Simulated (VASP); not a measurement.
# InSb (F-43m) in VASP: further runs

Runs on InSb. Level: PBEsol. Tasks: single point, relaxation of cell and atoms.

All numbers are computed with VASP 6.6.1; they aren't measurements. Logs are shortened: lines on timing, memory, paths and dates and some standing lists are left out, and cuts for length are marked.

**The experiment to reproduce.**

From “Electronic Structure and Epitaxy of CdTe Shells on InSb Nanowires”, 2021, arxiv:2111.05126, for a bulk crystal of InSb: band gap 0.24 eV.

How close the calculation comes is told below.

### 1 The cell of the first run

The structure is cubic, space group F-43m (No. 216). Conventional cell: a = 6.521 Å, b = 6.521 Å, c = 6.521 Å, α = 90.00°, β = 90.00°, γ = 90.00°. In (site symmetry -43m) has 4 Sb at 2.82 Å within 3.7 Å. Sb (site symmetry -43m) has 4 In at 2.82 Å within 3.7 Å.

### 2 Single point, PBEsol

File INCAR:

```
PREC = Accurate ; ENCUT = 520
EDIFF = 1E-7 ; ISMEAR = -1
SIGMA = 0.1 ; LREAL = F
LASPH = T ; NELM = 60
ALGO = Normal ; ISIF = 2
LWAVE = F ; LCHARG = F
GGA = PS ; NBANDS = 16
```

File KPOINTS:

```
regular mesh
0
Gamma
  8 8 8
```

File POSCAR:

```
InSb
1.0
    0.0000000000      3.2605019204      3.2605019204
    3.2605019204      0.0000000000      3.2605019204
    3.2605019204      3.2605019204      0.0000000000
In Sb
1 1
Direct
    0.0000000000      0.0000000000      0.0000000000
    0.7500000000      0.7500000000      0.7500000000
```

Potentials or basis: VASP PAW PBE potentials, release 64 (In_d, Sb).

Launch:

```bash
cat potpaw_PBE.64/In_d/POTCAR potpaw_PBE.64/Sb/POTCAR > POTCAR
mpirun -np 1 vasp_std > vasp.out
```

OUTCAR:

```text
PREC = Accurate
   ENCUT = 520
   EDIFF = 1E-7
   ISMEAR = -1
   LREAL = F
   LASPH = T
   NELM = 60
   ISIF = 2
   GGA = PS

 ion  position               nearest neighbor table
   1  0.000  0.000  0.000-   2 2.82   2 2.82   2 2.82   2 2.82
   2  0.750  0.750  0.750-   1 2.82   1 2.82   1 2.82   1 2.82

  LATTYP: Found a face centered cubic cell.
 ALAT       =     6.5210038408

  Lattice vectors:

 A1 = (   0.0000000000,   3.2605019204,   3.2605019204)
 A2 = (   3.2605019204,   0.0000000000,   3.2605019204)
 A3 = (   3.2605019204,   3.2605019204,   0.0000000000)

Analysis of symmetry for initial positions (statically):
=====================================================================
 Subroutine PRICEL returns:
 Original cell was already a primitive cell.

 Routine SETGRP: Setting up the symmetry group for a
 face centered cubic supercell.

 Subroutine GETGRP returns: Found 24 space group operations
 (whereof 24 operations were pure point group operations)
 out of a pool of 48 trial point group operations.

The static configuration has the point symmetry T_d .

Analysis of symmetry for dynamics (positions and initial velocities):
=====================================================================
 Subroutine PRICEL returns:
 Original cell was already a primitive cell.

 Routine SETGRP: Setting up the symmetry group for a
 face centered cubic supercell.

 Subroutine GETGRP returns: Found 24 space group operations
 (whereof 24 operations were pure point group operations)
 out of a pool of 48 trial point group operations.

The dynamic configuration has the point symmetry T_d .

 Subroutine INISYM returns: Found 24 space group operations
 (whereof 24 operations are pure point group operations),
 and found     1 'primitive' translations

----------------------------------------------------------------------------------------

                                     Primitive cell

  volume of cell :      69.3240

  direct lattice vectors                    reciprocal lattice vectors
     0.000000000  3.260501920  3.260501920    -0.153350623  0.153350623  0.153350623
     3.260501920  0.000000000  3.260501920     0.153350623 -0.153350623  0.153350623
     3.260501920  3.260501920  0.000000000     0.153350623  0.153350623 -0.153350623

  length of vectors
     4.611046036  4.611046036  4.611046036     0.265611070  0.265611070  0.265611070

  position of ions in fractional coordinates (direct lattice)
     0.000000000  0.000000000  0.000000000
     0.750000000  0.750000000  0.750000000

  ion indices of the primitive-cell ions
   primitive index   ion index
                 1           1
                 2           2

----------------------------------------------------------------------------------------

 KPOINTS: regular mesh

Automatic generation of k-mesh.
 Grid dimensions read from file:
 generate k-points for:    8    8    8

 Generating k-lattice:

  Cartesian coordinates                     Fractional coordinates (reciprocal lattice)
    -0.019168828  0.019168828  0.019168828     0.125000000  0.000000000  0.000000000
     0.019168828 -0.019168828  0.019168828     0.000000000  0.125000000  0.000000000
     0.019168828  0.019168828 -0.019168828     0.000000000  0.000000000  0.125000000

  Length of vectors
     0.033201384  0.033201384  0.033201384

  Shift w.r.t. Gamma in fractional coordinates (k-lattice)
     0.000000000  0.000000000  0.000000000

 Subroutine IBZKPT returns following result:
 ===========================================

 Found     29 irreducible k-points:

 Following reciprocal coordinates:
            Coordinates               Weight
  0.000000  0.000000  0.000000      1.000000
  0.125000  0.000000  0.000000      8.000000
  0.250000  0.000000  0.000000      8.000000
  0.375000  0.000000  0.000000      8.000000
  0.500000  0.000000  0.000000      4.000000
  0.125000  0.125000  0.000000      6.000000
[... 16 lines left out ...]
  0.500000  0.250000  0.125000     48.000000
 -0.375000  0.250000  0.125000     24.000000
 [... further k-points ...]
   k-points           NKPTS =     29   k-points in BZ     NKDIM =     29   number of bands    NBANDS=     16
   number of dos      NEDOS =    301   number of ions     NIONS =      2
   total plane-waves  NPLWV =  46656
   dimension x,y,z NGX =    36 NGY =   36 NGZ =   36
   dimension x,y,z NGXF=    72 NGYF=   72 NGZF=   72
   ions per type =               1   1
   NGX,Y,Z   is equivalent  to a cutoff of  12.98, 12.98, 12.98 a.u.
   NGXF,Y,Z  is equivalent  to a cutoff of  25.96, 25.96, 25.96 a.u.
 SYSTEM =  unknown system
   PREC   = accura    normal or accurate (medium, high low for compatibility)
   ISTART =      0    job   : 0-new  1-cont  2-samecut
   ICHARG =      2    charge: 1-file 2-atom 10-const
   ISPIN  =      1    spin polarized calculation?
   LNONCOLLINEAR =      F non collinear calculations
   LSORBIT =      F    spin-orbit coupling
   LASPH  =      T    aspherical Exc in radial PAW
   ENCUT  =  520.0 eV  38.22 Ry    6.18 a.u.   8.57  8.57  8.57*2*pi/ulx,y,z
   NELM   =     60;   NELMIN=  2; NELMDL= -5     # of ELM steps
   EDIFF  = 0.1E-06   stopping-criterion for ELM
   LREAL  =      F    real-space projection
   EDIFFG = 0.1E-05   stopping-criterion for IOM
   NSW    =      0    number of steps for IOM
   IBRION =     -1    ionic relax: 0-MD 1-quasi-New 2-CG
   NFREE  =      0    steps in history (QN), initial steepest desc. (CG)
   ISIF   =      2    stress and relaxation
   ISYM   =      2    0-nonsym 1-usesym 2-fastsym
   POTIM  = 0.5000    time-step for ionic-motion
   TEBEG  =    0.0;   TEEND  =   0.0 temperature during run
   PSTRESS=    0.0 pullay stress
   NELECT =      18.0000    total number of electrons
   NUPDOWN=      -1.0000    fix difference up-down
   EMIN   =  10.00;   EMAX   =-10.00  energy-range for DOS
   EFERMI =   0.00;   METHOD = LEGACY
   ISMEAR =    -1;   SIGMA  =   0.10  broadening in eV -4-tet -1-fermi 0-gaus
   EFERMI_NEDOS =   21; number of points for ismear=-14 and -15
   IALGO  =     38    algorithm
   IMIX   =      4    mixing-type and parameters
     AMIX     =   0.40;   BMIX     =  1.00
     AMIX_MAG =   1.60;   BMIX_MAG =  1.00
  volume/ion in A,a.u.               =      34.66       233.91
  Fermi-wavevector in a.u.,A,eV,Ry     =   1.044410  1.973650 14.841142  1.090793
  Thomas-Fermi vector in A             =   2.179162
   LORBIT       =      0    0 simple, 1 ext, 2 COOP (PROOUT), +10 PAW based schemes
   GGA     = PS    functional components
   LHFCALC =     F    Hartree Fock is set to
   AEXX    =    0.0000 exact exchange contribution
   IVDW    =     0    specifies the selected vdW correction
   LEPSILON=     F    determine dielectric tensor
   LRPA    =     F    only Hartree local field effects (RPA)
 non-spin polarized calculation
  energy-cutoff  :      520.00
  volume of cell :       69.32
 maximum number of plane-waves:      1893
 NGX is ok and might be reduce to    36
   NGX = 17   NGY = 17   NGZ = 17

 number of electron      17.9999994 magnetization

 Free energy of the ion-electron system (eV)
  ---------------------------------------------------
  ext. energy  EPLUGINS =         0.00000000
  ---------------------------------------------------
  free energy    TOTEN  =        -7.69694771 eV

  energy without entropy =       -7.69423027  energy(sigma->0) =       -7.69558899

 E-fermi :   4.9006     XC(G=0):  -8.7859

 val. band max:        4.7609318140   @ k =   0.0000   0.0000   0.0000
 cond. band min:       5.1987133177   @ k =   0.5000   0.0000   0.0000
 fundamental gap:      0.4377815036
 Fermi energy:         4.9005909832

 k-point     1 :       0.0000    0.0000    0.0000
  band No.  band energies     occupation
      1      -9.7400      2.00000
      2      -9.7400      2.00000
      3      -9.7400      2.00000
      4      -9.6588      2.00000
      5      -9.6588      2.00000
      6      -5.8663      2.00000
[... 8 lines left out ...]
     15      13.0055      0.00000
     16      13.0055      0.00000

 k-point     2 :       0.1250    0.0000    0.0000
  band No.  band energies     occupation
      1      -9.7468      2.00000
      2      -9.7370      2.00000
      3      -9.7370      2.00000
      4      -9.6590      2.00000
      5      -9.6590      2.00000
      6      -5.7281      2.00000
[... 8 lines left out ...]
     15      12.2013      0.00000
     16      12.2013      0.00000

 k-point     3 :       0.2500    0.0000    0.0000
  band No.  band energies     occupation
      1      -9.7630      2.00000
      2      -9.7301      2.00000
      3      -9.7301      2.00000
      4      -9.6590      2.00000
      5      -9.6590      2.00000
      6      -5.3408      2.00000
[... 8 lines left out ...]
     15      11.9940      0.00000
     16      11.9940      0.00000

 k-point     4 :       0.3750    0.0000    0.0000
  band No.  band energies     occupation
      1      -9.7789      2.00000
      2      -9.7243      2.00000
      3      -9.7243      2.00000
      4      -9.6579      2.00000
      5      -9.6579      2.00000
      6      -4.8263      2.00000
[... 8 lines left out ...]
     15      12.7952      0.00000
     16      12.7952      0.00000
[... 324 lines left out ...]
 k-point    22 :       0.3750    0.2500    0.1250
  band No.  band energies     occupation
      1      -9.7798      2.00000
      2      -9.7221      2.00000
      3      -9.7197      2.00000
      4      -9.6648      2.00000
      5      -9.6555      2.00000
      6      -5.0101      2.00000
[... 8 lines left out ...]
     15      13.2461      0.00000
     16      13.4839      0.00000

 k-point    23 :       0.5000    0.2500    0.1250
  band No.  band energies     occupation
      1      -9.7904      2.00000
      2      -9.7183      2.00000
      3      -9.7138      2.00000
      4      -9.6642      2.00000
      5      -9.6560      2.00000
      6      -4.5319      2.00000
[... 8 lines left out ...]
     15      13.1842      0.00000
     16      14.1104      0.00000

 k-point    24 :      -0.3750    0.2500    0.1250
  band No.  band energies     occupation
      1      -9.7944      2.00000
      2      -9.7173      2.00000
      3      -9.7116      2.00000
      4      -9.6627      2.00000
      5      -9.6571      2.00000
      6      -4.2704      2.00000
[... 8 lines left out ...]
     15      13.6377      0.00000
     16      14.0948      0.00000

 [... further k-points ...]

------------------------ aborting loop because EDIFF is reached ----------------------------------------

  FORCE on cell =-STRESS in cart. coord.  units (eV):
  Direction    XX          YY          ZZ          XY          YZ          ZX
  --------------------------------------------------------------------------------------
  -------------------------------------------------------------------------------------
  Total       -0.0024109     -0.0024109     -0.0024109      0.0000000      0.0000000     -0.0000000
  in kB       -0.0557195     -0.0557195     -0.0557195      0.0000000      0.0000000     -0.0000000
  external PRESSURE =      -0.0557195 kB  Pullay stress =       0.0000000 kB

 VOLUME and BASIS-vectors are now :
 -----------------------------------------------------------------------------
  energy-cutoff  :      520.00
  volume of cell :       69.32
      direct lattice vectors                 reciprocal lattice vectors
     0.000000000  3.260501920  3.260501920    -0.153350623  0.153350623  0.153350623
     3.260501920  0.000000000  3.260501920     0.153350623 -0.153350623  0.153350623
     3.260501920  3.260501920  0.000000000     0.153350623  0.153350623 -0.153350623

 POSITION                                       TOTAL-FORCE (eV/Angst)
 -----------------------------------------------------------------------------------
      0.00000      0.00000      0.00000         0.000000      0.000000      0.000000
      4.89075      4.89075      4.89075        -0.000000     -0.000000     -0.000000
 -----------------------------------------------------------------------------------
    total drift:                                0.000000      0.000000      0.000000

  FREE ENERGIE OF THE ION-ELECTRON SYSTEM (eV)
  ---------------------------------------------------
  free  energy   TOTEN  =        -7.6969477113 eV

  energy  without entropy=       -7.6942302713  energy(sigma->0) =       -7.69558899
```

Wall time 60 s (1 thread of AMD EPYC 7R13, shared host); peak memory 0.19 GiB.

What came out:

```yaml
Free_energy: -7.6969 eV
Pressure: 0.0 GPa
Band_gap_on_the_k_mesh: zero (filled and empty bands touch)
```

Caveat: semilocal functionals underestimate gaps, so a narrow gap can read as zero; the PAW data sets were made with another functional, which shifts forces and pressure a little; spin-orbit coupling is left out, which moves the levels of the heavy elements.

### 3 Single point, PBEsol

File INCAR:

```
ALGO = Normal
EDIFF = 1E-6
ENCUT = 520
GGA = PS
ISIF = 2
ISMEAR = -1
LASPH = True
LCHARG = True
LELF = True
LREAL = False
LVHAR = True
LWAVE = False
NBANDS = 16
NELM = 100
PREC = Accurate
SIGMA = 0.1
```

File KPOINTS:

```
k-points
0
Gamma
  8 8 8
```

File POSCAR:

```
InSb
1.0
    0.0000000000      3.2605031479      3.2605031479
    3.2605031479      0.0000000000      3.2605031479
    3.2605031479      3.2605031479      0.0000000000
In Sb
1 1
Direct
    0.0000000000      0.0000000000      0.0000000000
    0.7500000000      0.7500000000      0.7500000000
```

Potentials or basis: VASP PAW PBE potentials, release 64 (In_d, Sb).

Launch:

```bash
cat potpaw_PBE.64/In_d/POTCAR potpaw_PBE.64/Sb/POTCAR > POTCAR
mpirun -np 1 vasp_std > vasp.out
```

Wall time 66 s (1 thread of AMD EPYC 7R13, shared host); peak memory 0.18 GiB.

The run converged. Its results:

```
Free energy            : -7.6969 eV
Pressure               : 0.0 GPa
Band gap on the k mesh : zero (filled and empty bands touch)
```

Levels at points of the mesh, in eV from the Fermi level:
```
           k point  band 7  band 8  band 9  band 10  band 11  band 12
(0.00, 0.00, 0.00)   -0.51   -0.14   -0.14    -0.14     2.79     2.79
(0.50, 0.00, 0.00)   -5.71   -1.12   -1.12     0.30     3.63     3.63
(0.50, 0.50, 0.00)   -6.01   -2.36   -2.36     1.13     1.15     7.87
```

Caveat: semilocal functionals underestimate gaps, so a narrow gap can read as zero; the PAW data sets were made with another functional, which shifts forces and pressure a little; spin-orbit coupling is left out, which moves the levels of the heavy elements.

(Continued in part 2 of 2.)
